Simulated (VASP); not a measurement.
# FeO (Wuestite) (R-3m) in VASP: further runs, part 2 of 2

VASP 6.6.1. The steps go on from the part before.

### Step 3. Single point, PBE, collinear spin, ferromagnetic start

INCAR

```
PREC = Accurate ; ENCUT = 520
EDIFF = 1E-6 ; ISMEAR = -1
SIGMA = 0.05 ; LREAL = F
LASPH = T ; NELM = 150
ALGO = Normal ; ISIF = 2
LWAVE = F ; LCHARG = F
ISPIN = 2 ; MAGMOM = 3 0
LORBIT = 11 ; LMAXMIX = 4
GGA = PE ; NBANDS = 18
```

KPOINTS

```
regular mesh
0
Gamma
  9 9 9
```

POSCAR

```
FeO
1.0
    1.5188209023      0.8768916568      2.5195772846
   -1.5188209023      0.8768916568      2.5195772846
    0.0000000000     -1.7537833136      2.5195772846
Fe O
1 1
Direct
    0.0000000000      0.0000000000      0.0000000000
    0.5000000000      0.5000000000      0.5000000000
```

Potentials or basis: VASP PAW PBE potentials, release 64 (Fe, O).

Command:

```bash
cat potpaw_PBE.64/Fe/POTCAR potpaw_PBE.64/O/POTCAR > POTCAR
mpirun -np 1 vasp_std > vasp.out
```

Wall time 36 s (1 thread of Intel Xeon Platinum 8488C (Sapphire Rapids), shared host); peak memory 0.18 GiB.

It converged, with:

```
Free energy                                           : -14.9355 eV
Pressure                                              : -1.2 GPa
Band gap on the k mesh                                : zero (filled and empty bands overlap)
Net moment                                            : 4.00 μB per cell
Site moments                                          : Fe +3.62; O +0.30 μB
Valence electrons inside the program's atomic spheres : Fe 6.72; O 4.99
```

Stress tensor (GPa, compression positive):
```
-0.80  0.00  0.00
 0.00 -0.80  0.00
 0.00  0.00 -1.93
```

Levels at points of the mesh, in eV from the Fermi level:
Spin up:
```tsv
k point	band 7	band 8	band 9	band 10	band 11	band 12
(0.00, 0.00, 0.00)	-3.72	-3.65	-3.65	0.09	15.47	16.75
```
Spin down:
```
           k point  band 2  band 3  band 4  band 5  band 6  band 7  band 8  band 9
(0.00, 0.00, 0.00)   -3.26   -3.16   -3.16   -0.76   -0.67   -0.67    0.22    0.22
```

Caveat: a cell with one magnetic atom can't hold antiferromagnetic order, which such compounds often take; semilocal functionals often make such compounds metallic where correlation or magnetic order opens a gap, which also shifts bond lengths.

### Step 4. Single point, LDA, collinear spin, ferromagnetic start

INCAR

```
SYSTEM = FeO
ALGO = Normal
EDIFF = 1E-6
ENCUT = 520
GGA = CA
ISIF = 2
ISMEAR = -1
ISPIN = 2
LASPH = .TRUE.
LCHARG = .FALSE.
LMAXMIX = 4
LORBIT = 11
LREAL = .FALSE.
LWAVE = .FALSE.
MAGMOM = 3 0
NBANDS = 18
NELM = 150
PREC = Accurate
SIGMA = 0.05
```

KPOINTS

```
k-points
0
G
  9 9 9
  0 0 0
```

POSCAR is that of step 3.

Potentials or basis: VASP PAW LDA potentials, release 64 (Fe, O).

Command:

```bash
cat potpaw_LDA.64/Fe/POTCAR potpaw_LDA.64/O/POTCAR > POTCAR
mpirun -np 1 vasp_std > vasp.out
```

Wall time 42 s (1 thread of Intel Xeon Platinum 8488C (Sapphire Rapids), shared host); peak memory 0.17 GiB.

Results (log left out):

```yaml
Free_energy: -16.3974 eV
Pressure: -16.3 GPa
Band_gap_on_the_k_mesh: zero (filled and empty bands overlap)
Net_moment: 3.99 μB per cell
Site_moments: Fe +3.57; O +0.32 μB
Valence_electrons_inside_the_program's_atomic_spheres: Fe 6.76; O 4.95
```

Stress tensor (GPa, compression positive):
```
-15.84   0.00   0.00
  0.00 -15.84   0.00
  0.00   0.00 -17.10
```

Levels at points of the mesh, in eV from the Fermi level:
Spin up:
| k point | band 7 | band 8 | band 9 | band 10 | band 11 | band 12 |
| --- | --- | --- | --- | --- | --- | --- |
| (0.00, 0.00, 0.00) | -3.56 | -3.32 | -3.32 | 0.24 | 15.41 | 16.72 |
Spin down:
| k point | band 3 | band 4 | band 5 | band 6 | band 7 | band 8 |
| --- | --- | --- | --- | --- | --- | --- |
| (0.00, 0.00, 0.00) | -3.05 | -3.05 | -0.77 | -0.68 | -0.68 | 0.01 |

Caveat: a cell with one magnetic atom can't hold antiferromagnetic order, which such compounds often take; semilocal functionals often make such compounds metallic where correlation or magnetic order opens a gap, which also shifts bond lengths.

### Step 5. Single point, LDA, collinear spin, ferromagnetic start

This run uses another cell than the first one, of 10.27 Å³/atom, 1.020 times its volume.

INCAR

```
PREC     = Accurate       # precision mode
ENCUT    = 520            # plane-wave cutoff, eV
EDIFF    = 1E-6           # SCF threshold, eV
ISMEAR   = -1             # smearing method
SIGMA    = 0.05           # smearing width, eV
LREAL    = False          # projectors in reciprocal space
LASPH    = True           # aspherical terms in the spheres
NELM     = 150            # most SCF steps
ALGO     = Normal         # electronic algorithm
ISIF     = 2              # what is computed and relaxed
LWAVE    = False          # write WAVECAR
LCHARG   = True           # write CHGCAR
ISPIN    = 2              # spin polarisation
MAGMOM   = 3 0            # initial moments
LORBIT   = 11             # projections on sites
LMAXMIX  = 4              # l up to which the mixer works
LELF     = True           # ELF
LVHAR    = True         
NBANDS   = 18             # bands
```

KPOINTS

```
Automatic mesh
0
Gamma
  9 9 9
```

POSCAR

```
FeO
1.0
    1.5288796120      0.8826990556      2.5362637132
   -1.5288796120      0.8826990556      2.5362637132
    0.0000000000     -1.7653981111      2.5362637132
Fe O
1 1
Direct
    0.0000000000      0.0000000000      0.0000000000
    0.5000000000      0.5000000000      0.5000000000
```

Potentials or basis: VASP PAW LDA potentials, release 64 (Fe, O).

Command:

```bash
cat potpaw_LDA.64/Fe/POTCAR potpaw_LDA.64/O/POTCAR > POTCAR
mpirun -np 1 vasp_std > vasp.out
```

OUTCAR:

```text
PREC = Accurate
   ENCUT = 520
   EDIFF = 1E-6
   ISMEAR = -1
   LREAL = False
   LASPH = True
   NELM = 150
   ISIF = 2
   ISPIN = 2
   LORBIT = 11

 ion  position               nearest neighbor table
   1  0.000  0.000  0.000-   2 2.17   2 2.17   2 2.17   2 2.17   2 2.17   2 2.17
   2  0.500  0.500  0.500-   1 2.17   1 2.17   1 2.17   1 2.17   1 2.17   1 2.17

  LATTYP: Found a trigonal (rhomboedric) cell.
 ALAT       =     3.0901883622
 COS(alpha) =     0.5104391626

  Lattice vectors:

 A1 = (   1.5288796120,   0.8826990556,   2.5362637132)
 A2 = (  -1.5288796120,   0.8826990556,   2.5362637132)
[... 1221 lines left out ...]

 VOLUME and BASIS-vectors are now :
 -----------------------------------------------------------------------------
  energy-cutoff  :      520.00
  volume of cell :       20.54
      direct lattice vectors                 reciprocal lattice vectors
     1.528879612  0.882699056  2.536263713     0.327036868  0.188814824  0.131426922
    -1.528879612  0.882699056  2.536263713    -0.327036868  0.188814824  0.131426922
     0.000000000 -1.765398111  2.536263713     0.000000000 -0.377629648  0.131426922

 POSITION                                       TOTAL-FORCE (eV/Angst)
 -----------------------------------------------------------------------------------
      0.00000      0.00000      0.00000         0.000000      0.000000     -0.000000
      0.00000      0.00000      3.80440        -0.000000      0.000000      0.000000
 -----------------------------------------------------------------------------------
    total drift:                               -0.000000      0.000000     -0.000000

  FREE ENERGIE OF THE ION-ELECTRON SYSTEM (eV)
  ---------------------------------------------------
  free  energy   TOTEN  =       -16.3533876454 eV

  energy  without entropy=      -16.3415440284  energy(sigma->0) =      -16.34746584

 total charge

# of ion       s       p       d       tot
------------------------------------------
    1        0.286   0.348   6.090   6.724
    2        1.544   3.395   0.000   4.939
--------------------------------------------------
tot          1.831   3.742   6.090  11.663

 magnetization (x)

# of ion       s       p       d       tot
------------------------------------------
    1        0.024   0.020   3.532   3.576
    2        0.029   0.284   0.000   0.313
--------------------------------------------------
tot          0.053   0.304   3.532   3.889
```

stdout:

```text
POSCAR found type information on POSCAR FeO
 POSCAR found :  2 types and       2 ions
 scaLAPACK will be used
 LDA part: xc-table for (Slater(with rela. corr.)+CA(PZ))
 , standard interpolation
 POSCAR, INCAR and KPOINTS ok, starting setup
 FFT: planning ... GRIDC
 FFT: planning ... GRID_SOFT
 FFT: planning ... GRID
 WAVECAR not read
 entering main loop
```

It took 43 s on 1 thread of Intel Xeon Platinum 8488C (Sapphire Rapids), shared host; peak memory 0.17 GiB.

What came out:

```
Free energy                                           : -16.3534 eV
Pressure                                              : -19.2 GPa
Band gap on the k mesh                                : zero (filled and empty bands overlap)
Net moment                                            : 4.00 μB per cell
Site moments                                          : Fe +3.58; O +0.31 μB
Valence electrons inside the program's atomic spheres : Fe 6.72; O 4.94
```

Caveat: a cell with one magnetic atom can't hold antiferromagnetic order, which such compounds often take; semilocal functionals often make such compounds metallic where correlation or magnetic order opens a gap, which also shifts bond lengths. With open d or f shells a metallic result of LDA can be an artefact of self-interaction; +U or a hybrid may open a gap.

### Step 6. Summary

```csv
level,potentials or basis,cell,gap on the mesh (eV),pressure (GPa),moment (μB)
LDA,"VASP PAW LDA potentials, release 64 (Fe, O)","a = 3.070 Å, angles 59.3°, 2 atoms",none,-16.3,3.99
PBE,"VASP PAW PBE potentials, release 64 (Fe, O)","a = 3.070 Å, angles 59.3°, 2 atoms",none,-1.2,4.00
LDA,"VASP PAW LDA potentials, release 64 (Fe, O)","a = 3.090 Å, angles 59.3°, 2 atoms",none,-19.2,4.00
```

Alike in all rows: task single point; spin collinear, ferromagnetic start; k mesh 9 × 9 × 9; cutoff (eV) 520; smearing fermi-dirac 0.05 eV.

Caveats: a cell with one magnetic atom can't hold antiferromagnetic order, which such compounds often take; semilocal functionals often make such compounds metallic where correlation or magnetic order opens a gap, which also shifts bond lengths.

Absolute energies hang on the potentials; compare differences alone.
